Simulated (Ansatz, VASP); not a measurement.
## AlN in VASP and in Ansatz

```xyz
4
Lattice="3.0050 0.0000 0.0000 -1.5025 2.6024 0.0000 0.0000 0.0000 4.8173" Properties=species:S:1:pos:R:3 pbc="T T T"
Al    0.0000    1.7350    0.0083
Al    1.5025    0.8675    2.4170
N     0.0000    1.7350    1.8463
N     1.5025    0.8675    4.2549
```

Change from the starting cell: strain -0.040 along x and y, -0.040 along z, atoms carried along.

Alike in both runs: task single point; functional PBE; k mesh 12 × 12 × 6; occupations gaussian, width 0.05 eV; no spin polarisation.

|  | VASP | Ansatz |
| --- | --- | --- |
| version | VASP 6.6.1 | Ansatz 0.2.0 |
| potentials or method | VASP PAW PBE potentials, release 64 (Al, N), cutoff 520 eV | scalar-relativistic, plane waves, PAW |
| valence electrons in the cell | 16 | 16 |

```tsv
	VASP	Ansatz	Ansatz less VASP
gap on the k mesh at the Fermi level (eV)	5.09	5.10	+0.009
least direct gap on the mesh (eV)	5.15	5.14	-0.017
pressure (GPa)	29.9	30.0	+0.15
traceless stress, the component that is largest in VASP (GPa)	-1.34	-1.37	-0.031
rms of the force components (eV/Å)	0.029	0.030	+0.0005
```

Atom by atom the forces differ by 0.001 eV/Å (rms over components). Both programs put the cell under a high pressure, so it lies far from rest at this level. With one functional, cell and mesh, what is left measures potentials, basis and numerics.
